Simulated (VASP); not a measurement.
Set up this calculation in VASP 6.6.1, as the native input.

```
Task                   : single point
Functional             : r2SCAN
Potentials or basis    : VASP PAW PBE potentials, release 64 (Ba_sv, Ti_sv, O)
Cutoff                 : 520 eV
k mesh                 : 8 × 8 × 8
Occupations            : gaussian, width 0.02 eV
Spin                   : no spin polarisation
Dipole correction      : no
Further INCAR settings : ALGO = Normal; EDIFF = 1e-06; NBANDS = 28
```

The system is BaTiO3.

```
CELL_PARAMETERS angstrom
4.03234 0.00000 0.00000
0.00000 4.03234 0.00000
0.00000 0.00000 4.07441
ATOMIC_POSITIONS crystal
Ba 0.50000 0.50000 0.58497
Ti 0.00000 0.00000 0.10308
O 0.00000 0.50000 0.06296
O 0.50000 0.00000 0.06296
O 0.00000 0.00000 0.54603
```

This cell differs from its parent crystal: biaxial strain in the a-b plane: +1.5 %.

The input as run:

POSCAR

```
BaTiO3
1.0
    4.0323431916      0.0000000000      0.0000000000
    0.0000000000      4.0323431916      0.0000000000
    0.0000000000      0.0000000000      4.0744078518
Ba Ti O
1 1 3
Direct
    0.5000000000      0.5000000000      0.5849746091
    0.0000000000      0.0000000000      0.1030751120
    0.0000000000      0.5000000000      0.0629584848
    0.5000000000      0.0000000000      0.0629584848
    0.0000000000      0.0000000000      0.5460302993
```

INCAR.step1

```
SYSTEM = BaTiO3
PREC = Accurate
ENCUT = 520
ISMEAR = 0
SIGMA = 0.02
LREAL = .FALSE.
LASPH = .TRUE.
NELM = 100
NBANDS = 28
GGA = PE
ALGO = Normal
EDIFF = 1E-4
LWAVE = .TRUE.
LCHARG = .FALSE.
```

INCAR.step2

```
SYSTEM = BaTiO3
PREC = Accurate
ENCUT = 520
EDIFF = 1E-6
ISMEAR = 0
SIGMA = 0.02
LREAL = .FALSE.
LASPH = .TRUE.
NELM = 100
ALGO = Normal
ISIF = 2
LWAVE = .FALSE.
LCHARG = .TRUE.
METAGGA = R2SCAN
LMIXTAU = .TRUE.
LELF = .TRUE.
LVHAR = .TRUE.
NBANDS = 28
ISTART = 1
```

KPOINTS

```
Automatic mesh
0
G
  8 8 8
  0 0 0
```

Potentials or basis: VASP PAW PBE potentials, release 64 (Ba_sv, Ti_sv, O).

Run with:

```sh
$ cat potpaw_PBE.64/Ba_sv/POTCAR potpaw_PBE.64/Ti_sv/POTCAR potpaw_PBE.64/O/POTCAR > POTCAR
$ cp INCAR.step1 INCAR
$ mpirun -np 1 vasp_std > vasp.out
$ cp INCAR.step2 INCAR
$ mpirun -np 1 vasp_std > vasp.out
```

It gave:

| Quantity | Value |
| --- | --- |
| Pressure | -1.6 GPa |
| Largest force | 0.365 eV/Å |
| Band gap on the k mesh | 2.17 eV, indirect (least direct gap 2.63 eV) |

Caveat: the cell differs from its parent crystal (biaxial strain in the a-b plane: +1.5 %); the PAW data sets were made with another functional, which shifts forces and pressure a little; spin-orbit coupling is left out, which moves the levels of the heavy elements.

Wall time 3.8 min on 1 thread of Intel(R) Xeon(R) 6975P-C (Granite Rapids), on a shared host, peak memory 0.27 GiB.
